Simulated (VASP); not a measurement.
Runs of VASP 6.6.1 on BN. The structure is hexagonal, space group P6_3/mmc (No. 194). The conventional cell has a = 2.498 Å, b = 2.498 Å, c = 6.636 Å, α = 90.00°, β = 90.00°, γ = 120.00°. B (site symmetry -6m2) has 3 N at 1.44 Å within 1.9 Å. Within 1.9 Å of N (site symmetry -6m2) lie 3 B at 1.44 Å. 

```csv
level,gap on the mesh (eV),pressure (GPa)
BLYP,4.35,7.1
PBEsol,(c),2.5
r2SCAN,(b),(a)
RPBE,4.38,9.1
```

Alike in all rows: task single point; potentials or basis VASP PAW PBE potentials, release 64 (B, N); no spin polarisation; cell as given; k mesh 8 × 8 × 3; cutoff (eV) 520; smearing gaussian 0.01 eV.

Task: Estimate the missing entries.

Result: (a) 1.5; (b) 4.87; (c) 4.16.

Caveats: the PAW data sets were made with another functional, which shifts forces and pressure a little; this functional lacks dispersion, which binds the layers, so the pressure and a relaxed spacing across them are unreliable (some runs).

A k mesh can miss the band edges.
